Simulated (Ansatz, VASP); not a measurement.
**One calculation of ZnS, two programs**

```
CELL_PARAMETERS angstrom
0.00000 2.68500 2.68500
2.68500 0.00000 2.68500
2.68500 2.68500 0.00000
ATOMIC_POSITIONS crystal
Zn 0.00000 0.00000 0.00000
S 0.25000 0.25000 0.25000
```

Alike in both runs: task single point; functional PBE; k mesh 6 × 6 × 6; occupations gaussian, width 0.1 eV; no spin polarisation.

```csv
,VASP,Ansatz
version,VASP 6.6.1,Ansatz 0.2.0
potentials or method,"VASP PAW PBE potentials, release 64 (Zn, S), cutoff 500 eV","scalar-relativistic, plane waves, PAW"
valence electrons in the cell,18,18
```

```csv
,VASP,Ansatz,Ansatz less VASP
gap on the k mesh at the Fermi level (eV),2.20,2.19,-0.010
least direct gap on the mesh (eV),2.20,2.19,-0.010
pressure (GPa),3.3,3.1,-0.17
```
